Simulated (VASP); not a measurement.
Runs of VASP 6.6.1 on KBr. The structure is that of space group P6_3/mmc (No. 194), or close to it. The cells are those of the table. 

```csv
level,cell,gap on the mesh (eV),pressure (GPa)
r2SCAN,"a = 4.466, b = 4.466, c = 7.856 Å, angles 90.0, 90.0, 120.0°, 4 atoms",5.17,1.2
r2SCAN,"a = 4.559, b = 4.559, c = 8.020 Å, angles 90.0, 90.0, 120.0°, 4 atoms",(c),0.0
PBE,"a = 4.642, b = 4.642, c = 8.108 Å, angles 90.0, 90.0, 120.0°, 4 atoms",4.24,0.0
PBE,"a = 4.595, b = 4.595, c = 8.026 Å, angles 90.0, 90.0, 120.0°, 4 atoms",4.32,0.5
r2SCAN,"a = 4.513, b = 4.513, c = 7.939 Å, angles 90.0, 90.0, 120.0°, 4 atoms",5.08,0.6
r2SCAN,"a = 4.604, b = 4.604, c = 8.099 Å, angles 90.0, 90.0, 120.0°, 4 atoms",(d),(a)
PBE,"a = 4.548, b = 4.548, c = 7.942 Å, angles 90.0, 90.0, 120.0°, 4 atoms",4.40,1.0
PBE,"a = 4.733, b = 4.733, c = 8.267 Å, angles 90.0, 90.0, 120.0°, 4 atoms",4.10,(b)
```

Alike in all rows: task single point; potentials or basis VASP PAW PBE potentials, release 64 (K_sv, Br); no spin polarisation; k mesh 6 × 6 × 4; cutoff (eV) 520; smearing gaussian 0.01 eV.

Question: Estimate the missing entries.

Answer: (a) -0.4; (b) -0.7; (c) 5.00; (d) 4.92.

Caveats: the PAW data sets were made with another functional, which shifts forces and pressure a little (at least some runs).

A k mesh can miss the band edges, and the runs leave out spin-orbit coupling on Br.
